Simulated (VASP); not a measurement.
A run of VASP 6.6.1:

Contents of INCAR:

```
PREC = Accurate ; ENCUT = 520
EDIFF = 1E-6 ; ISMEAR = -1
SIGMA = 0.1 ; LREAL = F
LASPH = T ; NELM = 80
ALGO = Normal ; ISIF = 2
LWAVE = F ; LCHARG = F
GGA = PE ; NBANDS = 46
```

KPOINTS

```
Automatic mesh
0
Gamma
  5 5 2
```

The input POSCAR:

```
BaZn4As3
1.0
    4.0995490000      0.0000000000      0.0000000000
    0.0000000000      4.0995490000      0.0000000000
    0.0000000000      0.0000000000     10.3702720000
Ba Zn As
1 4 3
Direct
    0.0000000000      0.0000000000      0.5000000000
    0.0000000000      0.5000000000      0.1548700000
    0.5000000000      0.0000000000      0.1548700000
    0.0000000000      0.5000000000      0.8451300000
    0.5000000000      0.0000000000      0.8451300000
    0.5000000000      0.5000000000      0.2837300000
    0.5000000000      0.5000000000      0.7162700000
    0.0000000000      0.0000000000      0.0000000000
```

Potentials or basis: VASP PAW PBE potentials, release 64 (Ba_sv, Zn, As).

Command:

```console
$ cat potpaw_PBE.64/Ba_sv/POTCAR potpaw_PBE.64/Zn/POTCAR potpaw_PBE.64/As/POTCAR > POTCAR
$ mpirun -np 1 vasp_std > vasp.out
```

Hardware: 1 thread of Intel(R) Xeon(R) Platinum 8375C CPU @ 2.90GHz (Ice Lake), with other jobs on the host.

How long does it take, and how much memory?

It took 86 s on 1 thread of Intel(R) Xeon(R) Platinum 8375C CPU @ 2.90GHz (Ice Lake) (shared host), peak memory 0.3 GiB. Counts: scf iterations 14, k points 12.
